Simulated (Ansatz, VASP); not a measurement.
## Au in VASP and in Ansatz

```
Au
1.0
     0.00000    2.07018    2.11693
     2.07018    0.00000    2.11693
     2.07018    2.07018    0.00000
Au
1
Direct
  0.00000 0.00000 0.00000
```

Change from the starting cell: z stretched by +1.5 % at fixed volume, crystal datasets.

Alike in both runs: task electric field gradients; functional LDA; k mesh 15 × 15 × 15; occupations fermi-dirac, width 0.03 eV; no spin polarisation.

```csv
,VASP,Ansatz
version,VASP 6.6.1,Ansatz 0.2.0
potentials or method,"VASP PAW LDA potentials, release 64 (Au), cutoff 400 eV","all-electron PAW with datasets made for the crystal, scalar-relativistic"
```

|  | VASP | Ansatz | Ansatz less VASP |
| --- | --- | --- | --- |
| pressure (GPa) | -13.2 | -13.6 | -0.38 |
| size of Vzz on the site where it differs most (V/Å²) | 0.2 | 3.3 | +3.14 |

LDA's correlation is that of Perdew and Zunger in VASP and of Perdew and Wang (1992) in Ansatz. Ansatz ran all-electron here, and VASP with PAW potentials.

Spin-orbit coupling is off throughout.
